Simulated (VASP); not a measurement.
# In (Pm-3m) in VASP: a series of runs

In is run at these levels: PBEsol; tasks: single point, relaxation of cell and atoms.

All numbers are computed with VASP 6.6.1; they aren't measurements. Logs are shortened: lines on timing, memory, paths and dates and some standing lists are left out, and cuts for length are marked.

### Step 1. The cell of the first run

The structure is cubic, space group Pm-3m (No. 221). The conventional cell has a = 2.991 Å, b = 2.991 Å, c = 2.991 Å, α = 90.00°, β = 90.00°, γ = 90.00°. Within 3.9 Å of In (site symmetry m-3m) lie 6 In at 2.99 Å.

### Step 2. Single point, PBEsol

The input, INCAR:

```
ALGO = Normal ; EDIFF = 1E-6
ENCUT = 520 ; GGA = PS
ISIF = 2 ; ISMEAR = -1
LASPH = T ; LCHARG = T
LELF = T ; LREAL = F
LVHAR = T ; LWAVE = F
NBANDS = 12 ; NELM = 100
PREC = Accurate ; SIGMA = 0.08
```

The input, KPOINTS:

```
k-points
0
Gamma
  13 13 13
```

The input, POSCAR:

```
In
1.0
    2.9906132577      0.0000000000      0.0000000000
    0.0000000000      2.9906132577      0.0000000000
    0.0000000000      0.0000000000      2.9906132577
In
1
Direct
    0.0000000000      0.0000000000      0.0000000000
```

Potentials or basis: VASP PAW PBE potentials, release 64 (In_d).

Started as:

```console
$ cat potpaw_PBE.64/In_d/POTCAR > POTCAR
$ mpirun -np 1 vasp_std > vasp.out
```

OUTCAR:

```text
EDIFF = 1E-6
   ENCUT = 520
   GGA = PS
   ISIF = 2
   ISMEAR = -1
   LASPH = T
   LREAL = F
   NELM = 100
   PREC = Accurate

 ion  position               nearest neighbor table
   1  0.000  0.000  0.000-

  LATTYP: Found a simple cubic cell.
 ALAT       =     2.9906132577

  Lattice vectors:

 A1 = (   2.9906132577,   0.0000000000,   0.0000000000)
 A2 = (   0.0000000000,   2.9906132577,   0.0000000000)
 A3 = (   0.0000000000,   0.0000000000,   2.9906132577)

Analysis of symmetry for initial positions (statically):
=====================================================================
 Subroutine PRICEL returns:
 Original cell was already a primitive cell.

 Routine SETGRP: Setting up the symmetry group for a
 simple cubic supercell.

 Subroutine GETGRP returns: Found 48 space group operations
 (whereof 48 operations were pure point group operations)
 out of a pool of 48 trial point group operations.

The static configuration has the point symmetry O_h .

Analysis of symmetry for dynamics (positions and initial velocities):
=====================================================================
 Subroutine PRICEL returns:
 Original cell was already a primitive cell.

 Routine SETGRP: Setting up the symmetry group for a
 simple cubic supercell.

 Subroutine GETGRP returns: Found 48 space group operations
 (whereof 48 operations were pure point group operations)
 out of a pool of 48 trial point group operations.

The dynamic configuration has the point symmetry O_h .

 Subroutine INISYM returns: Found 48 space group operations
 (whereof 48 operations are pure point group operations),
 and found     1 'primitive' translations

----------------------------------------------------------------------------------------

                                     Primitive cell

  volume of cell :      26.7474

  direct lattice vectors                    reciprocal lattice vectors
     2.990613258  0.000000000  0.000000000     0.334379578  0.000000000  0.000000000
     0.000000000  2.990613258  0.000000000     0.000000000  0.334379578  0.000000000
     0.000000000  0.000000000  2.990613258     0.000000000  0.000000000  0.334379578

  length of vectors
     2.990613258  2.990613258  2.990613258     0.334379578  0.334379578  0.334379578

  position of ions in fractional coordinates (direct lattice)
     0.000000000  0.000000000  0.000000000

  ion indices of the primitive-cell ions
   primitive index   ion index
                 1           1

----------------------------------------------------------------------------------------

 KPOINTS: k-points

Automatic generation of k-mesh.
 Grid dimensions read from file:
 generate k-points for:   13   13   13

 Generating k-lattice:

  Cartesian coordinates                     Fractional coordinates (reciprocal lattice)
     0.025721506  0.000000000  0.000000000     0.076923077  0.000000000  0.000000000
     0.000000000  0.025721506  0.000000000     0.000000000  0.076923077  0.000000000
     0.000000000  0.000000000  0.025721506     0.000000000  0.000000000  0.076923077

  Length of vectors
     0.025721506  0.025721506  0.025721506

  Shift w.r.t. Gamma in fractional coordinates (k-lattice)
     0.000000000  0.000000000  0.000000000

 Subroutine IBZKPT returns following result:
 ===========================================

 Found     84 irreducible k-points:

 Following reciprocal coordinates:
            Coordinates               Weight
  0.000000  0.000000  0.000000      1.000000
  0.076923  0.000000  0.000000      6.000000
  0.153846  0.000000  0.000000      6.000000
  0.230769  0.000000  0.000000      6.000000
  0.307692  0.000000  0.000000      6.000000
  0.384615  0.000000  0.000000      6.000000
[... 16 lines left out ...]
  0.307692  0.307692  0.000000     12.000000
  0.384615  0.307692  0.000000     24.000000
 [... further k-points ...]
   k-points           NKPTS =     84   k-points in BZ     NKDIM =     84   number of bands    NBANDS=     12
   number of dos      NEDOS =    301   number of ions     NIONS =      1
   total plane-waves  NPLWV =  13824
   dimension x,y,z NGX =    24 NGY =   24 NGZ =   24
   dimension x,y,z NGXF=    48 NGYF=   48 NGZF=   48
   ions per type =               1
   NGX,Y,Z   is equivalent  to a cutoff of  13.34, 13.34, 13.34 a.u.
   NGXF,Y,Z  is equivalent  to a cutoff of  26.68, 26.68, 26.68 a.u.
 SYSTEM =  unknown system
   PREC   = accura    normal or accurate (medium, high low for compatibility)
   ISTART =      0    job   : 0-new  1-cont  2-samecut
   ICHARG =      2    charge: 1-file 2-atom 10-const
   ISPIN  =      1    spin polarized calculation?
   LNONCOLLINEAR =      F non collinear calculations
   LSORBIT =      F    spin-orbit coupling
   LASPH  =      T    aspherical Exc in radial PAW
   ENCUT  =  520.0 eV  38.22 Ry    6.18 a.u.   5.56  5.56  5.56*2*pi/ulx,y,z
   NELM   =    100;   NELMIN=  2; NELMDL= -5     # of ELM steps
   EDIFF  = 0.1E-05   stopping-criterion for ELM
[... 62 lines left out ...]
      7      14.4995      0.00000
      8      14.4995      0.00000
      9      14.4995      0.00000
     10      17.8176      0.00000
     11      17.8176      0.00000
     12      19.0539      0.00000

 k-point     2 :       0.0769    0.0000    0.0000
  band No.  band energies     occupation
      1      -8.0827      2.00000
      2      -8.0525      2.00000
      3      -7.2578      2.00000
      4      -7.2578      2.00000
      5      -7.2430      2.00000
      6      -2.4075      2.00000
      7      13.1822      0.00000
      8      14.6233      0.00000
      9      14.6233      0.00000
     10      17.8743      0.00000
     11      18.4512      0.00000
     12      19.9282      0.00000

 k-point     3 :       0.1538    0.0000    0.0000
  band No.  band energies     occupation
      1      -8.0738      2.00000
      2      -7.9607      2.00000
      3      -7.2954      2.00000
      4      -7.2954      2.00000
      5      -7.2398      2.00000
      6      -2.0889      2.00000
      7      11.0226      0.00000
      8      14.9867      0.00000
      9      14.9867      0.00000
     10      18.0453      0.00000
     11      18.7549      0.00000
     12      22.3485      0.00000

 k-point     4 :       0.2308    0.0000    0.0000
  band No.  band energies     occupation
      1      -8.0611      2.00000
      2      -7.8332      2.00000
      3      -7.3479      2.00000
      4      -7.3479      2.00000
      5      -7.2353      2.00000
      6      -1.5503      2.00000
      7       8.8614      0.00000
      8      15.5638      0.00000
      9      15.5638      0.00000
     10      18.3322      0.00000
     11      19.0253      0.00000
     12      24.8871      0.00000

 k-point     5 :       0.3077    0.0000    0.0000
  band No.  band energies     occupation
      1      -8.0477      2.00000
      2      -7.7005      2.00000
      3      -7.4030      2.00000
      4      -7.4030      2.00000
      5      -7.2306      2.00000
      6      -0.7891      2.00000
      7       6.8344      1.48112
      8      16.3034      0.00000
      9      16.3034      0.00000
     10      18.7339      0.00000
     11      19.3542      0.00000
     12      23.5243      0.00000
[... 228 lines left out ...]
      1      -7.8850      2.00000
      2      -7.6104      2.00000
      3      -7.4349      2.00000
      4      -7.4142      2.00000
      5      -7.3256      2.00000
      6       1.0880      2.00000
      7       5.9223      1.99999
      8      11.4142      0.00000
      9      16.1143      0.00000
     10      18.2565      0.00000
     11      20.1842      0.00000
     12      23.3332      0.00000

 k-point    22 :       0.4615    0.2308    0.0000
  band No.  band energies     occupation
      1      -7.8756      2.00000
      2      -7.6425      2.00000
      3      -7.4596      2.00000
      4      -7.3489      2.00000
      5      -7.3229      2.00000
      6       2.0664      2.00000
      7       4.5099      2.00000
      8      12.1595      0.00000
      9      15.0065      0.00000
     10      18.9212      0.00000
     11      20.6576      0.00000
     12      22.5873      0.00000

 k-point    23 :       0.3077    0.3077    0.0000
  band No.  band energies     occupation
      1      -7.8609      2.00000
      2      -7.6309      2.00000
      3      -7.4003      2.00000
      4      -7.3874      2.00000
      5      -7.3804      2.00000
      6       0.8807      2.00000
      7       7.9078      0.00001
      8       9.0905      0.00000
      9      15.9035      0.00000
     10      18.2007      0.00000
     11      20.1383      0.00000
     12      23.9828      0.00000

 k-point    24 :       0.3846    0.3077    0.0000
  band No.  band energies     occupation
      1      -7.8350      2.00000
      2      -7.6941      2.00000
      3      -7.4277      2.00000
      4      -7.3783      2.00000
      5      -7.2846      2.00000
      6       1.8081      2.00000
      7       6.5344      1.98366
      8       9.4590      0.00000
      9      14.3876      0.00000
     10      19.0704      0.00000
     11      20.6918      0.00000
     12      23.3185      0.00000

 [... further k-points ...]

------------------------ aborting loop because EDIFF is reached ----------------------------------------

  FORCE on cell =-STRESS in cart. coord.  units (eV):
  Direction    XX          YY          ZZ          XY          YZ          ZX
  --------------------------------------------------------------------------------------
  -------------------------------------------------------------------------------------
  Total        0.1444873      0.1444873      0.1444873      0.0000000      0.0000000     -0.0000000
  in kB        8.6548472      8.6548472      8.6548472      0.0000000      0.0000000     -0.0000000
  external PRESSURE =       8.6548472 kB  Pullay stress =       0.0000000 kB

 VOLUME and BASIS-vectors are now :
 -----------------------------------------------------------------------------
  energy-cutoff  :      520.00
  volume of cell :       26.75
      direct lattice vectors                 reciprocal lattice vectors
     2.990613258  0.000000000  0.000000000     0.334379578  0.000000000  0.000000000
     0.000000000  2.990613258  0.000000000     0.000000000  0.334379578  0.000000000
     0.000000000  0.000000000  2.990613258     0.000000000  0.000000000  0.334379578

 POSITION                                       TOTAL-FORCE (eV/Angst)
 -----------------------------------------------------------------------------------
      0.00000      0.00000      0.00000         0.000000      0.000000      0.000000
 -----------------------------------------------------------------------------------
    total drift:                                0.000000     -0.000000      0.000000

  FREE ENERGIE OF THE ION-ELECTRON SYSTEM (eV)
  ---------------------------------------------------
  free  energy   TOTEN  =        -2.8819358897 eV

  energy  without entropy=       -2.8681384189  energy(sigma->0) =       -2.87503715
```

Run time: 15 s. Hardware: 1 thread of Intel Xeon Platinum 8259CL at 2.50GHz (Skylake/Cascade Lake), shared host; peak memory 0.15 GiB.

What came out:

* Free energy: -2.8819 eV
* Pressure: 0.9 GPa

Caveat: the PAW data sets were made with another functional, which shifts forces and pressure a little; spin-orbit coupling is left out, which moves the levels of the heavy elements.

### Step 3. Single point, PBEsol

The input, INCAR:

```
SYSTEM = In
PREC = Accurate ; ENCUT = 520
EDIFF = 1E-7 ; ISMEAR = -1
SIGMA = 0.08 ; LREAL = .False.
LASPH = .True. ; NELM = 80
ALGO = Normal ; ISIF = 2
LWAVE = .False. ; LCHARG = .False.
GGA = PS ; NBANDS = 12
```

The input, KPOINTS:

```
Automatic mesh
0
Gamma
  13 13 13
  0 0 0
```

POSCAR is that of step 2.

Potentials or basis: VASP PAW PBE potentials, release 64 (In_d).

Started as:

```console
$ cat potpaw_PBE.64/In_d/POTCAR > POTCAR
$ mpirun -np 1 vasp_std > vasp.out
```

Run time: 16 s. Hardware: 1 thread of Intel Xeon Platinum 8259CL at 2.50GHz (Skylake/Cascade Lake), shared host; peak memory 0.15 GiB.

Results (log left out):

- Free energy: -2.8819 eV
- Pressure: 0.9 GPa

Levels at points of the mesh, in eV from the Fermi level:
| k point | band 4 | band 5 | band 6 | band 7 | band 8 | band 9 |
| --- | --- | --- | --- | --- | --- | --- |
| (0.00, 0.00, 0.00) | -14.16 | -14.16 | -9.43 | 7.58 | 7.58 | 7.58 |

Caveat: the PAW data sets were made with another functional, which shifts forces and pressure a little; spin-orbit coupling is left out, which moves the levels of the heavy elements.

### Step 4. Relaxation of cell and atoms, PBEsol, target pressure 0.9 GPa, at which the enthalpy is minimised

The input, INCAR:

```
ALGO     = Normal         # electronic algorithm
EDIFF    = 1E-6           # SCF threshold, eV
EDIFFG   = -0.005         # ionic threshold
ENCUT    = 600            # plane-wave cutoff, eV
GGA      = PS             # functional
IBRION   = 2              # ionic algorithm
ISIF     = 3              # what is computed and relaxed
ISMEAR   = -1             # smearing method
LASPH    = True           # aspherical terms in the spheres
LCHARG   = False          # write CHGCAR
LREAL    = False          # projectors in reciprocal space
LWAVE    = False          # write WAVECAR
NELM     = 60             # most SCF steps
NSW      = 32             # ionic steps
PREC     = Accurate       # precision mode
PSTRESS  = 9.0          
SIGMA    = 0.08           # smearing width, eV
```

The input, KPOINTS:

```
k-points
0
Gamma
  13 13 13
```

POSCAR is that of step 3.

Started as:

```console
$ cat potpaw_PBE.64/In_d/POTCAR > POTCAR
$ mpirun -np 1 vasp_std > vasp.out
```

Wall time 18 s (1 thread of Intel Xeon Platinum 8259CL at 2.50GHz (Skylake/Cascade Lake), shared host); peak memory 0.15 GiB.

Results (log left out):

- Free energy: -2.8822 eV
- Pressure after relaxing: 0.9 GPa

Final structure:
```cif
data_structure
_symmetry_space_group_name_H-M 'P 1'
_symmetry_Int_Tables_number 1
_cell_length_a 2.9906
_cell_length_b 2.9906
_cell_length_c 2.9906
_cell_angle_alpha 90.000
_cell_angle_beta 90.000
_cell_angle_gamma 90.000
_cell_volume 26.75
loop_
_atom_site_label
_atom_site_type_symbol
_atom_site_fract_x
_atom_site_fract_y
_atom_site_fract_z
_atom_site_occupancy
In1 In 0.00000 0.00000 0.00000 1
```

Levels at points of the mesh, in eV from the Fermi level:
```csv
k point,band 4,band 5,band 6,band 7,band 8,band 9
"(0.00, 0.00, 0.00)",-14.16,-14.16,-9.43,7.58,7.58,7.58
```

Caveat: the relaxation stopped at its first step, so nothing moved; the cell is relaxed towards a set pressure, so the enthalpy falls and the energy may rise; the PAW data sets were made with another functional, which shifts forces and pressure a little; spin-orbit coupling is left out, which moves the levels of the heavy elements.

### Step 5. Relaxation of cell and atoms, PBEsol, target pressure 0.9 GPa, at which the enthalpy is minimised

This run uses another cell than the first one, of 27.23 Å³/atom, 1.018 times its volume.

The input, INCAR:

```
SYSTEM = In
PREC = Accurate
ENCUT = 600
EDIFF = 1E-6
ISMEAR = -1
SIGMA = 0.08
LREAL = .False.
LASPH = .True.
NELM = 80
ALGO = Normal
ISIF = 3
LWAVE = .False.
LCHARG = .False.
GGA = PS
IBRION = 2
NSW = 60
EDIFFG = -0.005
PSTRESS = 9.0
```

The input, KPOINTS:

```
regular mesh
0
Gamma
  13 13 13
  0 0 0
```

The input, POSCAR:

```
In
1.0
    3.0083283583      0.0000000000      0.0000000000
    0.0000000000      3.0083283583      0.0000000000
    0.0000000000      0.0000000000      3.0083283583
In
1
Direct
    0.0000000000      0.0000000000      0.0000000000
```

Started as:

```console
$ cat potpaw_PBE.64/In_d/POTCAR > POTCAR
$ mpirun -np 1 vasp_std > vasp.out
```

Run time: 25 s. Hardware: 1 thread of Intel Xeon Platinum 8259CL at 2.50GHz (Skylake/Cascade Lake), shared host; peak memory 0.16 GiB.

Results (log left out):

```
Free energy                                            : -2.8825 eV
Relaxed volume                                         : 26.78 Å³/atom
Relaxed cell                                           : a = 2.992 Å, b = 2.992 Å, c = 2.992 Å, α = 90.00°, β = 90.00°, γ = 90.00°
Space group after relaxing (to 0.05 Å)                 : Pm-3m (No. 221)
Energy change on relaxing (the enthalpy is what falls) : +1.5 meV/atom
Ionic steps                                            : 3
Pressure after relaxing                                : 0.9 GPa
```

Step by step:
```tsv
step	energy change (eV)	largest force (eV/Å)	pressure (GPa)	volume (Å³)
1	0.0000	0.0000	0.17	27.23
2	0.0017	0.0000	0.97	26.74
3	0.0015	0.0000	0.91	26.78
```

Final structure:
```cif
data_structure
_symmetry_space_group_name_H-M 'P 1'
_symmetry_Int_Tables_number 1
_cell_length_a 2.9917
_cell_length_b 2.9917
_cell_length_c 2.9917
_cell_angle_alpha 90.000
_cell_angle_beta 90.000
_cell_angle_gamma 90.000
_cell_volume 26.78
loop_
_atom_site_label
_atom_site_type_symbol
_atom_site_fract_x
_atom_site_fract_y
_atom_site_fract_z
_atom_site_occupancy
In1 In 0.00000 0.00000 0.00000 1
```

Levels at points of the mesh, in eV from the Fermi level:
| k point | band 4 | band 5 | band 6 | band 7 | band 8 | band 9 |
| --- | --- | --- | --- | --- | --- | --- |
| (0.00, 0.00, 0.00) | -14.16 | -14.16 | -9.42 | 7.58 | 7.58 | 7.58 |

Caveat: the cell is relaxed towards a set pressure, so the enthalpy falls and the energy may rise; the PAW data sets were made with another functional, which shifts forces and pressure a little; spin-orbit coupling is left out, which moves the levels of the heavy elements.

### Step 6. The runs side by side

| task | cell | cutoff (eV) | gap on the mesh (eV) | pressure (GPa) |
| --- | --- | --- | --- | --- |
| single point | a = 2.991 Å, 1 atom | 520 | none | 0.9 |
| relaxation of cell and atoms | relaxed to 0.9 GPa from a = 2.991 Å, 1 atom | 600 | none | 0.9 |
| relaxation of cell and atoms | relaxed to 0.9 GPa from a = 3.008 Å, 1 atom | 600 | none | 0.9 |

Alike in all rows: level PBEsol; potentials or basis VASP PAW PBE potentials, release 64 (In_d); no spin polarisation; k mesh 13 × 13 × 13; smearing fermi-dirac 0.08 eV.

Caveats: the PAW data sets were made with another functional, which shifts forces and pressure a little; spin-orbit coupling is left out, which moves the levels of the heavy elements; the cell is relaxed towards a set pressure, so the enthalpy falls and the energy may rise (some runs); the relaxation stopped at its first step, so nothing moved (some runs).

Total energies depend on the potentials used, so only differences within one code and one set of settings carry meaning.
